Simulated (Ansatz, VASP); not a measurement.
## One calculation of MgMo, two programs

The input INCAR:

```
ALGO = Normal
EDIFF = 1E-8
ENCUT = 520
GGA = PS
ISIF = 2
ISMEAR = -1
LASPH = True
LCHARG = False
LEFG = True
LREAL = False
LWAVE = False
NBANDS = 15
NELM = 60
PREC = Accurate
SIGMA = 0.03
```

Contents of KPOINTS:

```
k-points
0
Gamma
  13 13 13
```

POSCAR

```
MgMo
1.0
    1.3936305604     -0.8046129792      4.8269717282
    0.0000000000      1.6092259584      4.8269717281
   -1.3936305604     -0.8046129792      4.8269717282
Mg Mo
1 1
Direct
    0.0000000000      0.0000000000      0.0000000000
    0.5000000000      0.5000000000      0.5000000000
```

Input for Ansatz:

```yaml
crystal:
  lattice:
    - [1.3936305604, -0.8046129792, 4.8269717282]
    - [0.0, 1.6092259584, 4.8269717281]
    - [-1.3936305604, -0.8046129792, 4.8269717282]
  atoms:
    - { symbol: Mg, position: [0.0, 0.0, 0.0] }
    - { symbol: Mo, position: [0.5, 0.5, 0.5] }
kpoints:
  mp_grid: { grid: [13, 13, 13] }
scf:
  occupations: { method: fermi_dirac, width: 0.03 }
hamiltonian:
  xc: pbesol
  pseudopotentials: { kind: paw }
output:
  forces: true
  stress: true
  eigenvalues: true
  efg: { contact_densities: true }
  write_density: true
  write_potential: true
  elf: true
  volumetric_format: npy
```

Change from the starting cell: volume scaled by 0.97, PAW files.

Alike in both runs: task electric field gradients; functional PBEsol; k mesh 13 × 13 × 13; occupations fermi-dirac, width 0.03 eV; no spin polarisation.

|  | VASP | Ansatz |
| --- | --- | --- |
| version | VASP 6.6.1 | Ansatz 0.2.0 |
| potentials or method | VASP PAW PBE potentials, release 64 (Mg, Mo_sv) | PAW with Ansatz's default frozen-core files, scalar-relativistic |
| plane-wave cutoff (eV) | 520 | 420 |
| valence electrons in the cell | 16 | 24 |

VASP gave:

| Property | Result |
| --- | --- |
| pressure (GPa) | 4.5 |
| traceless stress, the component that is largest in VASP (GPa) | -0.62 |
| size of Vzz on the site where it differs most (V/Å²) | 13.3 |

Problem. What did Ansatz give for the same quantities?

Solution. Pressure (GPa): 4.2; traceless stress, the component that is largest in VASP (GPa): -0.52; size of Vzz on the site where it differs most (V/Å²): 17.7.

VASP's potentials were made for PBE, not for PBEsol. VASP's potentials hold 16 valence electrons a cell and Ansatz's 24, so a difference there can come from the potentials and not from the codes.
